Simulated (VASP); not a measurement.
# TiAl (Pm-3m) in VASP: single point with r2SCAN

Aim: the single point of TiAl with r2SCAN.

Everything below comes from runs of VASP 6.6.1. Logs are shortened: lines on timing, memory, paths and dates and some standing lists are left out, and cuts for length are marked.

### 1 The cell of the first run

Symmetry: Pm-3m, No. 221, cubic system. Conventional cell: a = 3.018 Å, b = 3.018 Å, c = 3.018 Å, α = 90.00°, β = 90.00°, γ = 90.00°. Within 3.4 Å of Ti (site symmetry m-3m) lie 8 Al at 2.61 Å and 6 Ti at 3.02 Å. Al (site symmetry m-3m) has 8 Ti at 2.61 Å and 6 Al at 3.02 Å within 3.4 Å.

### 2 Single point, r2SCAN

The input, POSCAR:

```
TiAl
1.0
    3.0180000000      0.0000000000      0.0000000000
    0.0000000000      3.0180000000      0.0000000000
    0.0000000000      0.0000000000      3.0180000000
Ti Al
1 1
Direct
    0.5000000000      0.5000000000      0.5000000000
    0.0000000000      0.0000000000      0.0000000000
```

The input, INCAR.step1:

```
ALGO     = Normal         # electronic algorithm
EDIFF    = 1E-5           # SCF threshold, eV
ENCUT    = 550            # plane-wave cutoff, eV
GGA      = PE             # functional
GGA_COMPAT= F            
ISMEAR   = 0              # smearing method
LASPH    = T              # aspherical terms in the spheres
LCHARG   = F              # write CHGCAR
LREAL    = F              # projectors in reciprocal space
LWAVE    = T              # write WAVECAR
NBANDS   = 14             # bands
NELM     = 120            # most SCF steps
PREC     = Accurate       # precision mode
SIGMA    = 0.1            # smearing width, eV
```

The input, INCAR.step2:

```
ALGO     = Normal         # electronic algorithm
EDIFF    = 1E-6           # SCF threshold, eV
ENCUT    = 550            # plane-wave cutoff, eV
GGA_COMPAT= F            
ISIF     = 2              # what is computed and relaxed
ISMEAR   = 0              # smearing method
ISTART   = 1            
LASPH    = T              # aspherical terms in the spheres
LCHARG   = F              # write CHGCAR
LMIXTAU  = T            
LREAL    = F              # projectors in reciprocal space
LWAVE    = F              # write WAVECAR
METAGGA  = R2SCAN         # meta-GGA
NBANDS   = 14             # bands
NELM     = 120            # most SCF steps
PREC     = Accurate       # precision mode
SIGMA    = 0.1            # smearing width, eV
```

The input, KPOINTS:

```
k-points
0
Gamma
  7 7 7
```

Potentials or basis: VASP PAW PBE potentials, release 64 (Ti_sv, Al).

Command:

```bash
> cat potpaw_PBE.64/Ti_sv/POTCAR potpaw_PBE.64/Al/POTCAR > POTCAR
> cp INCAR.step1 INCAR
> mpirun -np 1 vasp_std > vasp.out
> cp INCAR.step2 INCAR
> mpirun -np 1 vasp_std > vasp.out
```

OUTCAR:

```text
EDIFF = 1E-6
   ENCUT = 550
   ISIF = 2
   ISMEAR = 0
   ISTART = 1
   LASPH = T
   LREAL = F
   METAGGA = R2SCAN
   NELM = 120
   PREC = Accurate

 ion  position               nearest neighbor table
   1  0.500  0.500  0.500-   2 2.61   2 2.61   2 2.61   2 2.61   2 2.61   2 2.61   2 2.61   2 2.61

   2  0.000  0.000  0.000-   1 2.61   1 2.61   1 2.61   1 2.61   1 2.61   1 2.61   1 2.61   1 2.61

  LATTYP: Found a simple cubic cell.
 ALAT       =     3.0180000000

  Lattice vectors:

 A1 = (   3.0180000000,   0.0000000000,   0.0000000000)
 A2 = (   0.0000000000,   3.0180000000,   0.0000000000)
 A3 = (   0.0000000000,   0.0000000000,   3.0180000000)

Analysis of symmetry for initial positions (statically):
=====================================================================
 Subroutine PRICEL returns:
 Original cell was already a primitive cell.

 Routine SETGRP: Setting up the symmetry group for a
 simple cubic supercell.

 Subroutine GETGRP returns: Found 48 space group operations
 (whereof 48 operations were pure point group operations)
 out of a pool of 48 trial point group operations.

The static configuration has the point symmetry O_h .

Analysis of symmetry for dynamics (positions and initial velocities):
=====================================================================
 Subroutine PRICEL returns:
 Original cell was already a primitive cell.

 Routine SETGRP: Setting up the symmetry group for a
 simple cubic supercell.

 Subroutine GETGRP returns: Found 48 space group operations
 (whereof 48 operations were pure point group operations)
 out of a pool of 48 trial point group operations.

The dynamic configuration has the point symmetry O_h .

 Subroutine INISYM returns: Found 48 space group operations
 (whereof 48 operations are pure point group operations),
 and found     1 'primitive' translations

----------------------------------------------------------------------------------------

                                     Primitive cell

  volume of cell :      27.4889

  direct lattice vectors                    reciprocal lattice vectors
     3.018000000  0.000000000  0.000000000     0.331345262  0.000000000  0.000000000
     0.000000000  3.018000000  0.000000000     0.000000000  0.331345262  0.000000000
     0.000000000  0.000000000  3.018000000     0.000000000  0.000000000  0.331345262

  length of vectors
     3.018000000  3.018000000  3.018000000     0.331345262  0.331345262  0.331345262

  position of ions in fractional coordinates (direct lattice)
     0.500000000  0.500000000  0.500000000
     0.000000000  0.000000000  0.000000000

  ion indices of the primitive-cell ions
   primitive index   ion index
                 1           1
                 2           2

----------------------------------------------------------------------------------------

 KPOINTS: k-points

Automatic generation of k-mesh.
 Grid dimensions read from file:
 generate k-points for:    7    7    7

 Generating k-lattice:

  Cartesian coordinates                     Fractional coordinates (reciprocal lattice)
     0.047335037  0.000000000  0.000000000     0.142857143  0.000000000  0.000000000
     0.000000000  0.047335037  0.000000000     0.000000000  0.142857143  0.000000000
     0.000000000  0.000000000  0.047335037     0.000000000  0.000000000  0.142857143

  Length of vectors
     0.047335037  0.047335037  0.047335037

  Shift w.r.t. Gamma in fractional coordinates (k-lattice)
     0.000000000  0.000000000  0.000000000

 Subroutine IBZKPT returns following result:
 ===========================================

 Found     20 irreducible k-points:

 Following reciprocal coordinates:
            Coordinates               Weight
  0.000000  0.000000  0.000000      1.000000
  0.142857  0.000000  0.000000      6.000000
  0.285714  0.000000  0.000000      6.000000
  0.428571  0.000000  0.000000      6.000000
  0.142857  0.142857  0.000000     12.000000
  0.285714  0.142857  0.000000     24.000000
[... 12 lines left out ...]
  0.428571  0.428571  0.285714     24.000000
  0.428571  0.428571  0.428571      8.000000
   k-points           NKPTS =     20   k-points in BZ     NKDIM =     20   number of bands    NBANDS=     14
   number of dos      NEDOS =    301   number of ions     NIONS =      2
   total plane-waves  NPLWV =  13824
   dimension x,y,z NGX =    24 NGY =   24 NGZ =   24
   dimension x,y,z NGXF=    48 NGYF=   48 NGZF=   48
   ions per type =               1   1
   NGX,Y,Z   is equivalent  to a cutoff of  13.22, 13.22, 13.22 a.u.
   NGXF,Y,Z  is equivalent  to a cutoff of  26.44, 26.44, 26.44 a.u.
 SYSTEM =  unknown system
   PREC   = accura    normal or accurate (medium, high low for compatibility)
   ISTART =      1    job   : 0-new  1-cont  2-samecut
   ICHARG =      0    charge: 1-file 2-atom 10-const
   ISPIN  =      1    spin polarized calculation?
   LNONCOLLINEAR =      F non collinear calculations
   LSORBIT =      F    spin-orbit coupling
   LASPH  =      T    aspherical Exc in radial PAW
   ENCUT  =  550.0 eV  40.42 Ry    6.36 a.u.   5.77  5.77  5.77*2*pi/ulx,y,z
   NELM   =    120;   NELMIN=  2; NELMDL=  0     # of ELM steps
   EDIFF  = 0.1E-05   stopping-criterion for ELM
   LREAL  =      F    real-space projection
   EDIFFG = 0.1E-04   stopping-criterion for IOM
   NSW    =      0    number of steps for IOM
   IBRION =     -1    ionic relax: 0-MD 1-quasi-New 2-CG
   NFREE  =      0    steps in history (QN), initial steepest desc. (CG)
   ISIF   =      2    stress and relaxation
   ISYM   =      2    0-nonsym 1-usesym 2-fastsym
   POTIM  = 0.5000    time-step for ionic-motion
   TEBEG  =    0.0;   TEEND  =   0.0 temperature during run
   PSTRESS=    0.0 pullay stress
   NELECT =      15.0000    total number of electrons
   NUPDOWN=      -1.0000    fix difference up-down
   EMIN   =  10.00;   EMAX   =-10.00  energy-range for DOS
   EFERMI =   0.00;   METHOD = LEGACY
   ISMEAR =     0;   SIGMA  =   0.10  broadening in eV -4-tet -1-fermi 0-gaus
   EFERMI_NEDOS =   21; number of points for ismear=-14 and -15
   IALGO  =     38    algorithm
   IMIX   =      4    mixing-type and parameters
     AMIX     =   0.40;   BMIX     =  1.00
     AMIX_MAG =   1.60;   BMIX_MAG =  1.00
  volume/ion in A,a.u.               =      13.74        92.75
  Fermi-wavevector in a.u.,A,eV,Ry     =   1.337784  2.528045 24.349887  1.789666
  Thomas-Fermi vector in A             =   2.466306
   LORBIT       =      0    0 simple, 1 ext, 2 COOP (PROOUT), +10 PAW based schemes
   METAGGA = R2SCAN    functional components
   LHFCALC =     F    Hartree Fock is set to
   AEXX    =    0.0000 exact exchange contribution
   IVDW    =     0    specifies the selected vdW correction
   LEPSILON=     F    determine dielectric tensor
   LRPA    =     F    only Hartree local field effects (RPA)
 non-spin polarized calculation
 Gauss-broadening in eV      SIGMA  =   0.10
  energy-cutoff  :      550.00
  volume of cell :       27.49
 maximum number of plane-waves:       812
 NGX is ok and might be reduce to    24
   NGX = 11   NGY = 11   NGZ = 11

 number of electron      14.9999999 magnetization

 Free energy of the ion-electron system (eV)
  ---------------------------------------------------
  ext. energy  EPLUGINS =         0.00000000
  ---------------------------------------------------
  free energy    TOTEN  =       -20.02667512 eV

  energy without entropy =      -20.02255750  energy(sigma->0) =      -20.02461631

 E-fermi :  10.6145     XC(G=0): -12.6419

 val. band max:       10.5959053373   @ k =   0.2857   0.2857   0.2857
 cond. band min:      10.7273176035   @ k =   0.2857   0.2857   0.1429
 fundamental gap:      0.1314122662
 Fermi energy:        10.6144701875

 k-point     1 :       0.0000    0.0000    0.0000
  band No.  band energies     occupation
      1     -48.3483      2.00000
      2     -23.4858      2.00000
      3     -23.4858      2.00000
      4     -23.4858      2.00000
      5       0.0292      2.00000
      6       8.5264      2.00000
      7       8.5264      2.00000
      8      13.0219      0.00000
      9      13.0219      0.00000
     10      13.0219      0.00000
     11      16.0839      0.00000
     12      16.0839      0.00000
     13      16.0839      0.00000
     14      20.6270      0.00000

 k-point     2 :       0.1429    0.0000    0.0000
  band No.  band energies     occupation
      1     -48.3422      2.00000
      2     -23.5481      2.00000
      3     -23.4805      2.00000
      4     -23.4805      2.00000
      5       0.4173      2.00000
      6       8.3453      2.00000
      7       8.7135      2.00000
      8      12.4128      0.00000
      9      12.4128      0.00000
     10      13.0722      0.00000
     11      14.9432      0.00000
     12      16.9449      0.00000
     13      16.9449      0.00000
     14      20.0144      0.00000

 k-point     3 :       0.2857    0.0000    0.0000
  band No.  band energies     occupation
      1     -48.3285      2.00000
      2     -23.6860      2.00000
      3     -23.4684      2.00000
      4     -23.4684      2.00000
      5       1.5271      2.00000
      6       7.2917      2.00000
      7       9.1897      2.00000
      8      11.5114      0.00000
      9      11.5114      0.00000
     10      13.1880      0.00000
     11      14.1169      0.00000
     12      18.6493      0.00000
     13      18.6493      0.00000
     14      18.6522      0.00000
[... 256 lines left out ...]
 k-point    19 :       0.4286    0.4286    0.2857
  band No.  band energies     occupation
      1     -48.2699      2.00000
      2     -23.7224      2.00000
      3     -23.7205      2.00000
      4     -23.6098      2.00000
      5       5.6017      2.00000
      6       7.3082      2.00000
      7       7.3447      2.00000
      8      10.8762      0.00021
      9      12.4238      0.00000
     10      12.4851      0.00000
     11      14.6343      0.00000
     12      14.8905      0.00000
     13      16.6081      0.00000
     14      18.8014      0.00000

 k-point    20 :       0.4286    0.4286    0.4286
  band No.  band energies     occupation
      1     -48.2597      2.00000
      2     -23.7086      2.00000
      3     -23.7063      2.00000
      4     -23.7063      2.00000
      5       6.3275      2.00000
      6       6.9674      2.00000
      7       6.9674      2.00000
      8      12.8463      0.00000
      9      12.8463      0.00000
     10      12.9161      0.00000
     11      13.3385      0.00000
     12      15.2433      0.00000
     13      15.2433      0.00000
     14      18.9792      0.00000

------------------------ aborting loop because EDIFF is reached ----------------------------------------

  FORCE on cell =-STRESS in cart. coord.  units (eV):
  Direction    XX          YY          ZZ          XY          YZ          ZX
  --------------------------------------------------------------------------------------
  -------------------------------------------------------------------------------------
  Total        4.1207132      4.1207132      4.1207132      0.0000000     -0.0000000      0.0000000
  in kB      240.1735974    240.1735974    240.1735974      0.0000000     -0.0000000      0.0000000
  external PRESSURE =     240.1735974 kB  Pullay stress =       0.0000000 kB

 VOLUME and BASIS-vectors are now :
 -----------------------------------------------------------------------------
  energy-cutoff  :      550.00
  volume of cell :       27.49
      direct lattice vectors                 reciprocal lattice vectors
     3.018000000  0.000000000  0.000000000     0.331345262  0.000000000  0.000000000
     0.000000000  3.018000000  0.000000000     0.000000000  0.331345262  0.000000000
     0.000000000  0.000000000  3.018000000     0.000000000  0.000000000  0.331345262

 POSITION                                       TOTAL-FORCE (eV/Angst)
 -----------------------------------------------------------------------------------
      1.50900      1.50900      1.50900         0.000000      0.000000      0.000000
      0.00000      0.00000      0.00000         0.000000      0.000000      0.000000
 -----------------------------------------------------------------------------------
    total drift:                                0.000000     -0.000000     -0.000000

  FREE ENERGIE OF THE ION-ELECTRON SYSTEM (eV)
  ---------------------------------------------------
  free  energy   TOTEN  =       -20.0266751187 eV

  energy  without entropy=      -20.0225575018  energy(sigma->0) =      -20.02461631
```

Run time: 22 s. Hardware: 1 thread of AMD EPYC 9R45 (Zen 5), shared host; peak memory 0.11 GiB.

What came out:

```
Free energy : -20.0267 eV
Pressure    : 24.0 GPa
```

Levels at points of the mesh, in eV from the Fermi level:
```
           k point  band 3  band 4  band 5  band 6  band 7  band 8  band 9  band 10  band 11  band 12
(0.00, 0.00, 0.00)  -34.10  -34.10  -10.59   -2.09   -2.09    2.41    2.41     2.41     5.47     5.47
```

Caveat: the PAW data sets were made with another functional, which shifts forces and pressure a little.
